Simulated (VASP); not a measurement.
# HgTe (F-43m) in VASP: further runs

The runs below take HgTe through single point, with LDA, r2SCAN.

Program: VASP 6.6.1. These are calculated values, not measurements. Logs are shortened: lines on timing, memory, paths and dates and some standing lists are left out, and cuts for length are marked.

### Step 1. The cell of the first run

Symmetry: F-43m, No. 216, cubic system. Conventional cell: a = 6.472 Å, b = 6.472 Å, c = 6.472 Å, α = 90.00°, β = 90.00°, γ = 90.00°. Hg (site symmetry -43m) has 4 Te at 2.80 Å within 3.7 Å. Te (site symmetry -43m) has 4 Hg at 2.80 Å within 3.7 Å.

### Step 2. Single point, LDA

The input, INCAR:

```
PREC = Accurate
ENCUT = 520
EDIFF = 1E-7
ISMEAR = -1
SIGMA = 0.05
LREAL = False
LASPH = True
NELM = 100
ALGO = Normal
ISIF = 2
LWAVE = False
LCHARG = False
NBANDS = 16
```

The input, KPOINTS:

```
Automatic mesh
0
Gamma
  7 7 7
```

The input, POSCAR:

```
HgTe
1.0
    0.0000000000      3.2357886999      3.2357886999
    3.2357886999      0.0000000000      3.2357886999
    3.2357886999      3.2357886999      0.0000000000
Hg Te
1 1
Direct
    0.0000000000      0.0000000000      0.0000000000
    0.7500000000      0.7500000000      0.7500000000
```

Potentials or basis: VASP PAW LDA potentials, release 64 (Hg, Te).

Run with:

```bash
> cat potpaw_LDA.64/Hg/POTCAR potpaw_LDA.64/Te/POTCAR > POTCAR
> mpirun -np 1 vasp_std > vasp.out
```

OUTCAR:

```text
PREC = Accurate
   ENCUT = 520
   EDIFF = 1E-7
   ISMEAR = -1
   LREAL = False
   LASPH = True
   NELM = 100
   ISIF = 2

 ion  position               nearest neighbor table
   1  0.000  0.000  0.000-   2 2.80   2 2.80   2 2.80   2 2.80
   2  0.750  0.750  0.750-   1 2.80   1 2.80   1 2.80   1 2.80

  LATTYP: Found a face centered cubic cell.
 ALAT       =     6.4715773998

  Lattice vectors:

 A1 = (   0.0000000000,   3.2357886999,   3.2357886999)
 A2 = (   3.2357886999,   0.0000000000,   3.2357886999)
 A3 = (   3.2357886999,   3.2357886999,   0.0000000000)

Analysis of symmetry for initial positions (statically):
=====================================================================
 Subroutine PRICEL returns:
 Original cell was already a primitive cell.

 Routine SETGRP: Setting up the symmetry group for a
 face centered cubic supercell.

 Subroutine GETGRP returns: Found 24 space group operations
 (whereof 24 operations were pure point group operations)
 out of a pool of 48 trial point group operations.

The static configuration has the point symmetry T_d .

Analysis of symmetry for dynamics (positions and initial velocities):
=====================================================================
 Subroutine PRICEL returns:
 Original cell was already a primitive cell.

 Routine SETGRP: Setting up the symmetry group for a
 face centered cubic supercell.

 Subroutine GETGRP returns: Found 24 space group operations
 (whereof 24 operations were pure point group operations)
 out of a pool of 48 trial point group operations.

The dynamic configuration has the point symmetry T_d .

 Subroutine INISYM returns: Found 24 space group operations
 (whereof 24 operations are pure point group operations),
 and found     1 'primitive' translations

----------------------------------------------------------------------------------------

                                     Primitive cell

  volume of cell :      67.7595

  direct lattice vectors                    reciprocal lattice vectors
     0.000000000  3.235788700  3.235788700    -0.154521833  0.154521833  0.154521833
     3.235788700  0.000000000  3.235788700     0.154521833 -0.154521833  0.154521833
     3.235788700  3.235788700  0.000000000     0.154521833  0.154521833 -0.154521833

  length of vectors
     4.576096264  4.576096264  4.576096264     0.267639665  0.267639665  0.267639665
[... 73 lines left out ...]
   LASPH  =      T    aspherical Exc in radial PAW
   ENCUT  =  520.0 eV  38.22 Ry    6.18 a.u.   8.51  8.51  8.51*2*pi/ulx,y,z
   NELM   =    100;   NELMIN=  2; NELMDL= -5     # of ELM steps
   EDIFF  = 0.1E-06   stopping-criterion for ELM
   LREAL  =      F    real-space projection
   EDIFFG = 0.1E-05   stopping-criterion for IOM
   NSW    =      0    number of steps for IOM
   IBRION =     -1    ionic relax: 0-MD 1-quasi-New 2-CG
   NFREE  =      0    steps in history (QN), initial steepest desc. (CG)
   ISIF   =      2    stress and relaxation
   ISYM   =      2    0-nonsym 1-usesym 2-fastsym
   POTIM  = 0.5000    time-step for ionic-motion
   TEBEG  =    0.0;   TEEND  =   0.0 temperature during run
   PSTRESS=    0.0 pullay stress
   NELECT =      18.0000    total number of electrons
   NUPDOWN=      -1.0000    fix difference up-down
   EMIN   =  10.00;   EMAX   =-10.00  energy-range for DOS
   EFERMI =   0.00;   METHOD = LEGACY
   ISMEAR =    -1;   SIGMA  =   0.05  broadening in eV -4-tet -1-fermi 0-gaus
   EFERMI_NEDOS =   21; number of points for ismear=-14 and -15
   IALGO  =     38    algorithm
   IMIX   =      4    mixing-type and parameters
     AMIX     =   0.40;   BMIX     =  1.00
     AMIX_MAG =   1.60;   BMIX_MAG =  1.00
  volume/ion in A,a.u.               =      33.88       228.63
  Fermi-wavevector in a.u.,A,eV,Ry     =   1.052387  1.988723 15.068705  1.107519
  Thomas-Fermi vector in A             =   2.187468
   LORBIT       =      0    0 simple, 1 ext, 2 COOP (PROOUT), +10 PAW based schemes
   GGA     = CA    functional components
   LHFCALC =     F    Hartree Fock is set to
   AEXX    =    0.0000 exact exchange contribution
   IVDW    =     0    specifies the selected vdW correction
   LEPSILON=     F    determine dielectric tensor
   LRPA    =     F    only Hartree local field effects (RPA)
 non-spin polarized calculation
  energy-cutoff  :      520.00
  volume of cell :       67.76
 maximum number of plane-waves:      1841
 NGX is ok and might be reduce to    36
   NGX = 17   NGY = 17   NGZ = 17

 number of electron      18.0000002 magnetization

 Free energy of the ion-electron system (eV)
  ---------------------------------------------------
  ext. energy  EPLUGINS =         0.00000000
  ---------------------------------------------------
  free energy    TOTEN  =        -5.03214008 eV

  energy without entropy =       -5.03143695  energy(sigma->0) =       -5.03178852

 E-fermi :   2.9079     XC(G=0):  -9.0838

 val. band max:        2.8665349802   @ k =   0.0000   0.0000   0.0000
 cond. band min:       3.4850801570   @ k =   0.4286   0.0000   0.0000
 fundamental gap:      0.6185451769
 Fermi energy:         2.9079078812

 k-point     1 :       0.0000    0.0000    0.0000
  band No.  band energies     occupation
      1      -9.1485      2.00000
      2      -4.4892      2.00000
      3      -4.4892      2.00000
      4      -4.4892      2.00000
      5      -3.9608      2.00000
      6      -3.9608      2.00000
[... 357 lines left out ...]
      3      -4.2301      2.00000
      4      -4.0300      2.00000
      5      -3.9740      2.00000
      6      -3.4158      2.00000
[... 8 lines left out ...]
     15      12.8261      0.00000
     16      14.5158      0.00000

------------------------ aborting loop because EDIFF is reached ----------------------------------------

  FORCE on cell =-STRESS in cart. coord.  units (eV):
  Direction    XX          YY          ZZ          XY          YZ          ZX
  --------------------------------------------------------------------------------------
  -------------------------------------------------------------------------------------
  Total       -0.2120909     -0.2120909     -0.2120909     -0.0000000     -0.0000000     -0.0000000
  in kB       -5.0148983     -5.0148983     -5.0148983     -0.0000000     -0.0000000     -0.0000000
  external PRESSURE =      -5.0148983 kB  Pullay stress =       0.0000000 kB

 VOLUME and BASIS-vectors are now :
 -----------------------------------------------------------------------------
  energy-cutoff  :      520.00
  volume of cell :       67.76
      direct lattice vectors                 reciprocal lattice vectors
     0.000000000  3.235788700  3.235788700    -0.154521833  0.154521833  0.154521833
     3.235788700  0.000000000  3.235788700     0.154521833 -0.154521833  0.154521833
     3.235788700  3.235788700  0.000000000     0.154521833  0.154521833 -0.154521833

 POSITION                                       TOTAL-FORCE (eV/Angst)
 -----------------------------------------------------------------------------------
      0.00000      0.00000      0.00000        -0.000000     -0.000000     -0.000000
      4.85368      4.85368      4.85368         0.000000      0.000000      0.000000
 -----------------------------------------------------------------------------------
    total drift:                                0.000000      0.000000      0.000000

  FREE ENERGIE OF THE ION-ELECTRON SYSTEM (eV)
  ---------------------------------------------------
  free  energy   TOTEN  =        -5.0321400821 eV

  energy  without entropy=       -5.0314369523  energy(sigma->0) =       -5.03178852
```

OSZICAR:

```text
N       E                     dE             d eps       ncg     rms          rms(c)
DAV:   1     0.105885909603E+03    0.10589E+03   -0.79346E+03   640   0.968E+02
DAV:   2    -0.144347692263E+01   -0.10733E+03   -0.10049E+03   768   0.230E+02
DAV:   3    -0.522590259424E+01   -0.37824E+01   -0.37736E+01   792   0.440E+01
DAV:   4    -0.526088242687E+01   -0.34980E-01   -0.34978E-01   952   0.395E+00
DAV:   5    -0.526095735628E+01   -0.74929E-04   -0.74929E-04   840   0.176E-01    0.759E+00
DAV:   6    -0.504889616562E+01    0.21206E+00   -0.40052E-01   768   0.870E+00    0.602E+00
DAV:   7    -0.503513645092E+01    0.13760E-01   -0.90183E-02   792   0.208E+00    0.216E+00
DAV:   8    -0.503248198487E+01    0.26545E-02   -0.10032E-02   688   0.117E+00    0.511E-01
DAV:   9    -0.503214417534E+01    0.33781E-03   -0.67581E-04   824   0.287E-01    0.113E-01
DAV:  10    -0.503213913031E+01    0.50450E-05   -0.64613E-05   800   0.719E-02    0.498E-02
DAV:  11    -0.503214095879E+01   -0.18285E-05   -0.13129E-05   840   0.305E-02    0.234E-02
DAV:  12    -0.503214006481E+01    0.89398E-06   -0.22284E-06   696   0.117E-02    0.115E-02
DAV:  13    -0.503214008214E+01   -0.17327E-07   -0.18421E-07   768   0.260E-03
   1 F= -.50321401E+01 E0= -.50317885E+01  d E =-.703130E-03
```

stdout:

```text
POSCAR found type information on POSCAR HgTe
 POSCAR found :  2 types and       2 ions
 scaLAPACK will be used
 LDA part: xc-table for (Slater(with rela. corr.)+CA(PZ))
 , standard interpolation
 POSCAR, INCAR and KPOINTS ok, starting setup
 FFT: planning ... GRIDC
 FFT: planning ... GRID_SOFT
 FFT: planning ... GRID
 WAVECAR not read
 entering main loop
```

It took 30 s on 1 thread of Intel Xeon 8259CL, shared host; peak memory 0.18 GiB.

What came out:

- Free energy: -5.0321 eV
- Pressure: -0.5 GPa
- Band gap on the k mesh: zero (filled and empty bands touch)

Caveat: semilocal functionals underestimate gaps, and a narrow one can read as zero; spin-orbit coupling is left out, which moves the levels of the heavy elements.

[end of part 1 of 2]

The gap in the log of VASP goes by the Fermi energy; the results here count the filled bands.